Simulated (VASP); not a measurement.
Pt3Pb, 4 atoms in the cell. Symmetry: Pm-3m, No. 221, cubic system. Conventional cell: a = 4.052 Å, b = 4.052 Å, c = 4.052 Å, α = 90.00°, β = 90.00°, γ = 90.00°. Pt (site symmetry 4/mmm) has 8 Pt at 2.87 Å and 4 Pb at 2.87 Å within 3.8 Å. Within 3.8 Å of Pb (site symmetry m-3m) lie 12 Pt at 2.87 Å. 

```yaml
Program: VASP 6.6.1
Task: single point
Functional: r2SCAN
Potentials_or_basis: VASP PAW PBE potentials, release 64 (Pt, Pb_d)
Cutoff: 520 eV
k_mesh: 10 × 10 × 10
Occupations: gaussian, width 0.1 eV
Spin: no spin polarisation
Dipole_correction: no
Further_INCAR_settings: ALGO = Normal; EDIFF = 1e-06; NBANDS = 30
```

Potentials or basis: VASP PAW PBE potentials, release 64 (Pt, Pb_d).

Command:

```console
$ cat potpaw_PBE.64/Pt/POTCAR potpaw_PBE.64/Pb_d/POTCAR > POTCAR
$ cp INCAR.step1 INCAR
$ mpirun -np 1 vasp_std > vasp.out
$ cp INCAR.step2 INCAR
$ mpirun -np 1 vasp_std > vasp.out
```

Hardware: 1 thread of Intel(R) Xeon(R) Platinum 8488C (Sapphire Rapids), on a shared host.

**Question.** How long does it take, and how much memory?

**Answer.** It took 2.9 min on 1 thread of Intel(R) Xeon(R) Platinum 8488C (Sapphire Rapids) (shared host), peak memory 0.24 GiB. Counts: k points 56.
